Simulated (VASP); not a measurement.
A run of VASP 6.6.1 is set up as follows.

The input INCAR:

```
SYSTEM = GaH3N
PREC = Accurate
ENCUT = 520
EDIFF = 1E-7
ISMEAR = 0
SIGMA = 0.05
LREAL = Auto
LASPH = .True.
NELM = 100
ALGO = Normal
ISIF = 2
LWAVE = .False.
LCHARG = .False.
GGA = PE
NBANDS = 58
```

Contents of KPOINTS:

```
Automatic mesh
0
Gamma
  1 1 6
  0 0 0
```

Contents of POSCAR:

```
GaH3N
1.0
   14.8000000000      0.0000000000      0.0000000000
    0.0000000000     14.3000000000      0.0000000000
    0.0000000000      0.0000000000      5.2430304722
Ga N H
4 4 12
Direct
    0.5000000000      0.4934389835      0.9991316875
    0.3912692931      0.4284683260      0.4991316875
    0.6087307069      0.4284683260      0.4991316875
    0.5000000000      0.6233802985      0.4991316875
    0.5000000000      0.4934389835      0.3758683125
    0.3912692931      0.4284683260      0.8758683125
    0.6087307069      0.4284683260      0.8758683125
    0.5000000000      0.6233802985      0.8758683125
    0.3912692931      0.3247710770      0.4007636443
    0.3044987754      0.4803169505      0.4007636443
    0.6087307069      0.3247710770      0.4007636443
    0.6955012246      0.4803169505      0.4007636443
    0.4132294823      0.6752289230      0.4007636443
    0.5867705177      0.6752289230      0.4007636443
    0.3912692931      0.3610981387      0.9397762132
    0.3348960906      0.4621534196      0.9397762132
    0.6087307069      0.3610981387      0.9397762132
    0.6651039094      0.4621534196      0.9397762132
    0.4436267974      0.6570653921      0.9397762132
    0.5563732026      0.6570653921      0.9397762132
```

Potentials or basis: VASP PAW PBE potentials, release 64 (Ga_d, N, H).

Launch:

```sh
$ cat potpaw_PBE.64/Ga_d/POTCAR potpaw_PBE.64/N/POTCAR potpaw_PBE.64/H/POTCAR > POTCAR
$ mpirun -np 1 vasp_std > vasp.out
```

Task: Estimate the band gap on the k mesh.

Result: 4.30 eV, indirect (least direct gap 4.41 eV).

Task: Estimate the largest force.

Result: 1.747 eV/Å.

Forces on the atoms (eV/Å):
```
Ga   0.000  0.001  1.747
Ga  -0.586 -0.336 -1.341
Ga   0.586 -0.336 -1.341
Ga   0.000  0.676 -1.339
N    0.000 -0.001  0.348
N    0.694  0.400 -0.136
N   -0.694  0.400 -0.136
N    0.000 -0.803 -0.136
H    0.179 -0.278  0.135
H   -0.151  0.294  0.135
H   -0.179 -0.278  0.135
H    0.151  0.294  0.135
H   -0.330 -0.017  0.135
H    0.330 -0.017  0.135
H   -0.217  0.007  0.254
H   -0.102 -0.191  0.254
H    0.217  0.007  0.254
H    0.102 -0.191  0.254
H    0.114  0.185  0.255
H   -0.114  0.185  0.255
```
